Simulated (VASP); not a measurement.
**MnO: single point with PBE+U**

MnO:

```
CELL_PARAMETERS angstrom
0.00000 2.25542 2.25542
2.25542 0.00000 2.25542
4.44805 4.44805 0.06279
ATOMIC_POSITIONS crystal
Mn 0.00000 0.00000 0.00000
Mn 0.00000 0.00000 0.50000
O 0.50000 0.50000 0.25000
O 0.50000 0.50000 0.75000
```

- Program: VASP 6.6.1
- Task: single point
- Functional: PBE
- Potentials or basis: VASP PAW PBE potentials, release 64 (Mn_pv, O)
- Cutoff: 520 eV
- k mesh: 12 × 12 × 6
- Occupations: gaussian, width 0.05 eV
- Spin: collinear spin, antiferromagnetic start
- Starting moments: [4.68, -4.68, 0.0, 0.0] μB
- Hubbard terms: Mn d U = 3.9 eV
- Dipole correction: no
- Further INCAR settings: ALGO = Normal; EDIFF = 1e-06; NBANDS = 31

| Quantity | Value |
| --- | --- |
| Pressure | 1.4 GPa |
| Band gap on the k mesh | 1.70 eV |
| Net moment | 0.00 μB per cell |
| Site moments | Mn +4.57, -4.57; O +0.00 μB |
| Valence electrons inside the program's atomic spheres | Mn 11.33; O 5.00 |

Levels at points of the mesh, in eV from the valence-band top:
Spin up:
| k point | band 15 | band 16 | band 17 | band 18 | band 19 | band 20 | band 21 | band 22 | band 23 | band 24 |
| --- | --- | --- | --- | --- | --- | --- | --- | --- | --- | --- |
| (0.00, 0.00, 0.00) | -1.67 | -1.67 | -1.55 | -0.58 | -0.58 | 1.70 | 4.73 | 4.79 | 4.79 | 5.47 |
| (0.50, 0.00, 0.00) | -2.58 | -2.36 | -1.99 | -0.37 | -0.27 | 3.87 | 5.52 | 5.60 | 5.67 | 5.94 |
| (0.00, 0.00, 0.50) | -2.33 | -2.33 | -2.09 | 0.00 | 0.00 | 3.84 | 4.08 | 4.72 | 4.72 | 4.98 |
| (0.50, 0.00, 0.50) | -2.79 | -2.36 | -1.82 | -0.55 | -0.25 | 3.65 | 5.34 | 5.66 | 5.71 | 5.91 |
Spin down:
| k point | band 16 | band 17 | band 18 | band 19 | band 20 | band 21 | band 22 | band 23 |
| --- | --- | --- | --- | --- | --- | --- | --- | --- |
| (0.00, 0.00, 0.00) | -1.67 | -1.55 | -0.58 | -0.58 | 1.70 | 4.73 | 4.79 | 4.79 |
| (0.50, 0.00, 0.00) | -2.36 | -1.99 | -0.37 | -0.27 | 3.87 | 5.52 | 5.60 | 5.67 |
| (0.00, 0.00, 0.50) | -2.33 | -2.09 | 0.00 | 0.00 | 3.84 | 4.08 | 4.72 | 4.72 |
| (0.50, 0.00, 0.50) | -2.36 | -1.82 | -0.55 | -0.25 | 3.65 | 5.34 | 5.66 | 5.71 |

Eigenvalues of the final occupation matrices:
| site | spin | trace | eigenvalues |
| --- | --- | --- | --- |
| site 1 d | 1 | 4.76 | 0.94 0.94 0.94 0.97 0.97 |
| site 1 d | 2 | 0.22 | 0.02 0.02 0.02 0.08 0.08 |
| site 2 d | 1 | 0.22 | 0.02 0.02 0.02 0.08 0.08 |
| site 2 d | 2 | 4.76 | 0.94 0.94 0.94 0.97 0.97 |

Run time: 100 s on 1 thread of Intel(R) Xeon(R) 6975P-C (Granite Rapids), with other jobs on the host, peak memory 0.31 GiB.

A k mesh can miss the band edges. The state reached can hang on the start; a lower one may exist.
